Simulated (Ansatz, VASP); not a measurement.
# Te3As4 in VASP and in Ansatz

```
Te As
1.0
    -3.52902    3.52902    3.52902
     3.52902   -3.52902    3.52902
     3.52902    3.52902   -3.52902
Te As
3 4
Direct
  0.00000 0.50000 0.50000
  0.50000 0.00000 0.50000
  0.50000 0.50000 0.00000
  0.50000 0.50000 0.50000
  0.00000 0.00000 0.50000
  0.00000 0.50000 0.00000
  0.50000 0.00000 0.00000
```

Alike in both runs: functional PBE; k mesh 8 × 8 × 8; occupations gaussian, width 0.1 eV; no spin polarisation.

Ansatz relaxed the structure, and its values are those at the end. VASP's run is a single point on that final structure, the one shown.

|  | VASP | Ansatz |
| --- | --- | --- |
| version | VASP 6.6.1 | Ansatz 0.2.0 |
| potentials or method | VASP PAW PBE potentials, release 64 (Te, As), cutoff 520 eV | scalar-relativistic, plane waves, PAW |
| valence electrons in the cell | 38 | 108 |

|  | VASP | Ansatz | Ansatz less VASP |
| --- | --- | --- | --- |
| gap on the k mesh at the Fermi level (eV) | none | none | - |
| pressure (GPa) | -0.1 | 0.0 | +0.03 |

A gap of «none» marks a metal or a gap that the smearing closes. With one functional, cell and mesh, what is left measures potentials, basis and numerics. VASP's potentials hold 38 valence electrons a cell and Ansatz's 108, so a difference there can come from the potentials and not from the codes.

Spin-orbit coupling is off throughout.
